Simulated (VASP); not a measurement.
Ni3Ge:

```
CELL_PARAMETERS angstrom
3.53033 0.00000 0.00000
0.00000 3.53033 0.00000
0.00000 0.00000 3.53033
ATOMIC_POSITIONS crystal
Ni 0.50000 0.00000 0.50000
Ni 0.00000 0.50000 0.50000
Ni 0.50000 0.50000 0.00000
Ge 0.00000 0.00000 0.00000
```

Base run:

| Property | Result |
| --- | --- |
| Program | VASP 6.6.1 |
| Functional | LDA |
| Potentials or basis | VASP PAW LDA potentials, release 64 (Ni, Ge_d) |
| Cutoff | 520 eV |
| k mesh | 6 × 6 × 6 |
| Occupations | fermi-dirac, width 0.1 eV |
| Spin | collinear spin, ferromagnetic start |
| Starting moments | [1.6, 1.6, 1.6, 0.47] μB |
| Fixed moment | 5.4 μB |

Its results: pressure 19.9 GPa; site moments Ni +1.49; Ge +0.54 μB.

Question: The run is repeated on the same cell with these changes: fixed moment from 5.4 μB to 3.2 μB; moments at the start from [1.6, 1.6, 1.6, 0.47] to [1.05, 1.05, 1.05, 0.18]. What comes out?

Answer: Pressure 2.3 GPa; site moments Ni +0.95; Ge +0.20 μB.

Caveats: the total moment is fixed, so each spin has its own Fermi level.
